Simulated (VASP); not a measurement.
# GaSiNi (P4/nmm) in VASP: single point with r2SCAN

Aim: the single point of GaSiNi with r2SCAN.

Everything below comes from runs of VASP 6.6.1. Logs are shortened: lines on timing, memory, paths and dates and some standing lists are left out, and cuts for length are marked.

### 1 The cell of the first run

Symmetry: P4/nmm, No. 129, tetragonal system. Conventional cell: a = 3.156 Å, b = 3.156 Å, c = 7.957 Å, α = 90.00°, β = 90.00°, γ = 90.00°. Within 3.3 Å of Ni (site symmetry 4mm) lie 5 Si at 2.51 to 2.52 Å and 5 Ga at 2.67 to 2.82 Å and 4 Ni at 3.16 Å. Ga (site symmetry 4mm) has 8 Ga at 2.61 to 3.16 Å and 1 Si at 2.62 Å and 5 Ni at 2.67 to 2.82 Å within 3.4 Å. Si (site symmetry 4mm) has 5 Ni at 2.51 to 2.52 Å and 8 Si at 2.61 to 3.16 Å and 1 Ga at 2.62 Å within 3.3 Å.

### 2 Single point, r2SCAN

Contents of POSCAR:

```
GaSiNi
1.0
    3.1558350000      0.0000000000      0.0000000000
    0.0000000000      3.1558350000      0.0000000000
    0.0000000000      0.0000000000      7.9572650000
Ni Ga Si
2 2 2
Direct
    0.7500000000      0.7500000000      0.7306300000
    0.2500000000      0.2500000000      0.2693700000
    0.2500000000      0.2500000000      0.9146000000
    0.7500000000      0.7500000000      0.0854000000
    0.7500000000      0.7500000000      0.4152000000
    0.2500000000      0.2500000000      0.5848000000
```

Contents of INCAR.step1:

```
SYSTEM = GaSiNi
ALGO     = Normal         ! electronic algorithm
EDIFF    = 1E-4           ! SCF threshold, eV
ENCUT    = 520            ! plane-wave cutoff, eV
GGA      = PE             ! functional
ISMEAR   = -1             ! smearing method
LASPH    = .True.         ! aspherical terms in the spheres
LCHARG   = .False.        ! write CHGCAR
LREAL    = .False.        ! projectors in reciprocal space
LWAVE    = .True.         ! write WAVECAR
NBANDS   = 36             ! bands
NELM     = 100            ! most SCF steps
PREC     = Accurate       ! precision mode
SIGMA    = 0.0679         ! smearing width, eV
```

Contents of INCAR.step2:

```
SYSTEM = GaSiNi
ALGO     = Normal         ! electronic algorithm
EDIFF    = 1E-6           ! SCF threshold, eV
ENCUT    = 520            ! plane-wave cutoff, eV
ISIF     = 2              ! what is computed and relaxed
ISMEAR   = -1             ! smearing method
ISTART   = 1            
LASPH    = .True.         ! aspherical terms in the spheres
LCHARG   = .False.        ! write CHGCAR
LMIXTAU  = .True.       
LREAL    = .False.        ! projectors in reciprocal space
LWAVE    = .False.        ! write WAVECAR
METAGGA  = R2SCAN         ! meta-GGA
NBANDS   = 36             ! bands
NELM     = 100            ! most SCF steps
PREC     = Accurate       ! precision mode
SIGMA    = 0.0679         ! smearing width, eV
```

Contents of KPOINTS:

```
k-points
0
Gamma
  11 11 5
  0 0 0
```

Potentials or basis: VASP PAW PBE potentials, release 64 (Ni, Ga_d, Si).

On the command line:

```bash
$ cat potpaw_PBE.64/Ni/POTCAR potpaw_PBE.64/Ga_d/POTCAR potpaw_PBE.64/Si/POTCAR > POTCAR
$ cp INCAR.step1 INCAR
$ mpirun -np 1 vasp_std > vasp.out
$ cp INCAR.step2 INCAR
$ mpirun -np 1 vasp_std > vasp.out
```

OUTCAR:

```text
SYSTEM = GaSiNi
   EDIFF = 1E-6
   ENCUT = 520
   ISIF = 2
   ISMEAR = -1
   ISTART = 1
   LASPH = .True.
   LREAL = .False.
   METAGGA = R2SCAN
   NELM = 100
   PREC = Accurate

 ion  position               nearest neighbor table
   1  0.750  0.750  0.731-   5 2.51   6 2.52   6 2.52   6 2.52   6 2.52   3 2.67   3 2.67   3 2.67
                             3 2.67   4 2.82
   2  0.250  0.250  0.269-   6 2.51   5 2.52   5 2.52   5 2.52   5 2.52   4 2.67   4 2.67   4 2.67
                             4 2.67   3 2.82
   3  0.250  0.250  0.915-   4 2.61   4 2.61   4 2.61   4 2.61   6 2.62   1 2.67   1 2.67   1 2.67
                             1 2.67   2 2.82
   4  0.750  0.750  0.085-   3 2.61   3 2.61   3 2.61   3 2.61   5 2.62   2 2.67   2 2.67   2 2.67
                             2 2.67   1 2.82
   5  0.750  0.750  0.415-   1 2.51   2 2.52   2 2.52   2 2.52   2 2.52   6 2.61   6 2.61   6 2.61
                             6 2.61   4 2.62
   6  0.250  0.250  0.585-   2 2.51   1 2.52   1 2.52   1 2.52   1 2.52   5 2.61   5 2.61   5 2.61
                             5 2.61   3 2.62

  LATTYP: Found a simple tetragonal cell.
 ALAT       =     3.1558350000
 C/A-ratio  =     2.5214451960

  Lattice vectors:

 A1 = (   3.1558350000,   0.0000000000,   0.0000000000)
 A2 = (   0.0000000000,   3.1558350000,   0.0000000000)
 A3 = (   0.0000000000,   0.0000000000,   7.9572650000)

Analysis of symmetry for initial positions (statically):
=====================================================================
 Subroutine PRICEL returns:
 Original cell was already a primitive cell.

 Routine SETGRP: Setting up the symmetry group for a
 simple tetragonal supercell.

 Subroutine GETGRP returns: Found 16 space group operations
 (whereof  4 operations were pure point group operations)
 out of a pool of 16 trial point group operations.

The static configuration has the point symmetry C_2h.
 The point group associated with its full space group is D_4h.

Analysis of symmetry for dynamics (positions and initial velocities):
=====================================================================
 Subroutine PRICEL returns:
 Original cell was already a primitive cell.

 Routine SETGRP: Setting up the symmetry group for a
 simple tetragonal supercell.

 Subroutine GETGRP returns: Found 16 space group operations
 (whereof  4 operations were pure point group operations)
 out of a pool of 16 trial point group operations.
[... 110 lines left out ...]
   EDIFF  = 0.1E-05   stopping-criterion for ELM
   LREAL  =      F    real-space projection
   EDIFFG = 0.1E-04   stopping-criterion for IOM
   NSW    =      0    number of steps for IOM
   IBRION =     -1    ionic relax: 0-MD 1-quasi-New 2-CG
   NFREE  =      0    steps in history (QN), initial steepest desc. (CG)
   ISIF   =      2    stress and relaxation
   ISYM   =      2    0-nonsym 1-usesym 2-fastsym
   POTIM  = 0.5000    time-step for ionic-motion
   TEBEG  =    0.0;   TEEND  =   0.0 temperature during run
   PSTRESS=    0.0 pullay stress
   NELECT =      54.0000    total number of electrons
   NUPDOWN=      -1.0000    fix difference up-down
   EMIN   =  10.00;   EMAX   =-10.00  energy-range for DOS
   EFERMI =   0.00;   METHOD = LEGACY
   ISMEAR =    -1;   SIGMA  =   0.07  broadening in eV -4-tet -1-fermi 0-gaus
   EFERMI_NEDOS =   21; number of points for ismear=-14 and -15
   IALGO  =     38    algorithm
   IMIX   =      4    mixing-type and parameters
     AMIX     =   0.40;   BMIX     =  1.00
     AMIX_MAG =   1.60;   BMIX_MAG =  1.00
  volume/ion in A,a.u.               =      13.21        89.13
  Fermi-wavevector in a.u.,A,eV,Ry     =   1.440595  2.722330 28.236367  2.075314
  Thomas-Fermi vector in A             =   2.559322
   LORBIT       =      0    0 simple, 1 ext, 2 COOP (PROOUT), +10 PAW based schemes
   METAGGA = R2SCAN    functional components
   LHFCALC =     F    Hartree Fock is set to
   AEXX    =    0.0000 exact exchange contribution
   IVDW    =     0    specifies the selected vdW correction
   LEPSILON=     F    determine dielectric tensor
   LRPA    =     F    only Hartree local field effects (RPA)
 non-spin polarized calculation
  energy-cutoff  :      520.00
  volume of cell :       79.25
 maximum number of plane-waves:      2165
 NGX is ok and might be reduce to    24
   NGX = 11   NGY = 11   NGZ = 29

 number of electron      53.9999971 magnetization

 Free energy of the ion-electron system (eV)
  ---------------------------------------------------
  ext. energy  EPLUGINS =         0.00000000
  ---------------------------------------------------
  free energy    TOTEN  =       -64.29195711 eV

  energy without entropy =      -64.24414979  energy(sigma->0) =      -64.26805345

 E-fermi :   9.6600     XC(G=0): -13.3041

 val. band max:        9.6583887868   @ k =   0.4545   0.4545   0.2000
 cond. band min:       9.6629860175   @ k =   0.0000   0.0000   0.0000
 fundamental gap:      0.0045972307
 Fermi energy:         9.6600352838

 k-point     1 :       0.0000    0.0000    0.0000
  band No.  band energies     occupation
      1      -6.5962      2.00000
      2      -6.5037      2.00000
      3      -6.4357      2.00000
      4      -6.3851      2.00000
      5      -6.3851      2.00000
      6      -6.2337      2.00000
[... 925 lines left out ...]
     35      16.5691      0.00000
     36      17.2240      0.00000

 [... further k-points ...]

------------------------ aborting loop because EDIFF is reached ----------------------------------------

  FORCE on cell =-STRESS in cart. coord.  units (eV):
  Direction    XX          YY          ZZ          XY          YZ          ZX
  --------------------------------------------------------------------------------------
  -------------------------------------------------------------------------------------
  Total        0.3081435      0.3081435     -5.4114544      0.0000000     -0.0000000      0.0000000
  in kB        6.2297574      6.2297574   -109.4037455      0.0000000     -0.0000000      0.0000000
  external PRESSURE =     -32.3147435 kB  Pullay stress =       0.0000000 kB

 VOLUME and BASIS-vectors are now :
 -----------------------------------------------------------------------------
  energy-cutoff  :      520.00
  volume of cell :       79.25
      direct lattice vectors                 reciprocal lattice vectors
     3.155835000  0.000000000  0.000000000     0.316873347  0.000000000  0.000000000
     0.000000000  3.155835000  0.000000000     0.000000000  0.316873347  0.000000000
     0.000000000  0.000000000  7.957265000     0.000000000  0.000000000  0.125671320

 POSITION                                       TOTAL-FORCE (eV/Angst)
 -----------------------------------------------------------------------------------
      2.36688      2.36688      5.81382        -0.000000     -0.000000     -0.627463
      0.78896      0.78896      2.14345        -0.000000      0.000000      0.627463
      0.78896      0.78896      7.27771         0.000000      0.000000     -0.725973
      2.36688      2.36688      0.67955        -0.000000      0.000000      0.725973
      2.36688      2.36688      3.30386        -0.000000      0.000000     -0.115038
      0.78896      0.78896      4.65341        -0.000000     -0.000000      0.115038
 -----------------------------------------------------------------------------------
    total drift:                                0.000000     -0.000000      0.000000

  FREE ENERGIE OF THE ION-ELECTRON SYSTEM (eV)
  ---------------------------------------------------
  free  energy   TOTEN  =       -64.2919571092 eV

  energy  without entropy=      -64.2441497921  energy(sigma->0) =      -64.26805345
```

OUTCAR.step1:

```text
SYSTEM = GaSiNi
   EDIFF = 1E-4
   ENCUT = 520
   GGA = PE
   ISMEAR = -1
   LASPH = .True.
[... 1181 lines left out ...]
      2.36688      2.36688      0.67955         0.000000     -0.000000      0.711028
      2.36688      2.36688      3.30386         0.000000      0.000000     -0.101077
      0.78896      0.78896      4.65341         0.000000      0.000000      0.101077
 -----------------------------------------------------------------------------------
    total drift:                                0.000000     -0.000000      0.000000

  FREE ENERGIE OF THE ION-ELECTRON SYSTEM (eV)
  ---------------------------------------------------
  free  energy   TOTEN  =       -27.9991009639 eV

  energy  without entropy=      -27.9471819398  energy(sigma->0) =      -27.97314145
```

OSZICAR.step1:

```text
N       E                     dE             d eps       ncg     rms          rms(c)
DAV:   1     0.399940019788E+03    0.39994E+03   -0.24360E+04  4668   0.243E+03
DAV:   2     0.208991843072E+02   -0.37904E+03   -0.36381E+03  4584   0.516E+02
DAV:   3    -0.290601384079E+02   -0.49959E+02   -0.48216E+02  4904   0.162E+02
DAV:   4    -0.309862468969E+02   -0.19261E+01   -0.18960E+01  5520   0.335E+01
DAV:   5    -0.310459742676E+02   -0.59727E-01   -0.59648E-01  6028   0.557E+00    0.187E+01
DAV:   6    -0.404793151645E+02   -0.94333E+01   -0.65078E+01  5176   0.112E+02    0.348E+01
DAV:   7    -0.289569627733E+02    0.11522E+02   -0.20466E+01  5572   0.727E+01    0.919E+00
DAV:   8    -0.280392718425E+02    0.91769E+00   -0.59263E+00  5888   0.298E+01    0.363E+00
DAV:   9    -0.279994240107E+02    0.39848E-01   -0.99793E-01  5900   0.918E+00    0.821E-01
DAV:  10    -0.279992767293E+02    0.14728E-03   -0.38726E-02  5348   0.170E+00    0.464E-01
DAV:  11    -0.279993600334E+02   -0.83304E-04   -0.31392E-03  5384   0.336E-01    0.278E-01
DAV:  12    -0.279991166247E+02    0.24341E-03   -0.35689E-04  4780   0.197E-01    0.643E-02
DAV:  13    -0.279991009639E+02    0.15661E-04   -0.78210E-05  2764   0.101E-01
   1 F= -.27999101E+02 E0= -.27973141E+02  d E =-.519190E-01
```

It took 17 min on 1 thread of AMD EPYC 7R13, shared host; peak memory 0.27 GiB.

Results:

```
Free energy            : -64.2920 eV
Pressure               : -3.2 GPa
Largest force          : 0.726 eV/Å
Band gap on the k mesh : zero (band 27 reaches 11.06 eV, above the bottom of band 28 at 8.28 eV)
```

Forces in eV/Å, atoms in the order of the input:
```
Ni   0.000  0.000 -0.627
Ni   0.000  0.000  0.627
Ga   0.000  0.000 -0.726
Ga   0.000  0.000  0.726
Si   0.000  0.000 -0.115
Si   0.000  0.000  0.115
```

Caveat: the PAW data sets were made with another functional, which shifts forces and pressure a little. Spin polarisation is off, so any magnetic state and its effect on volume and gap are missing.
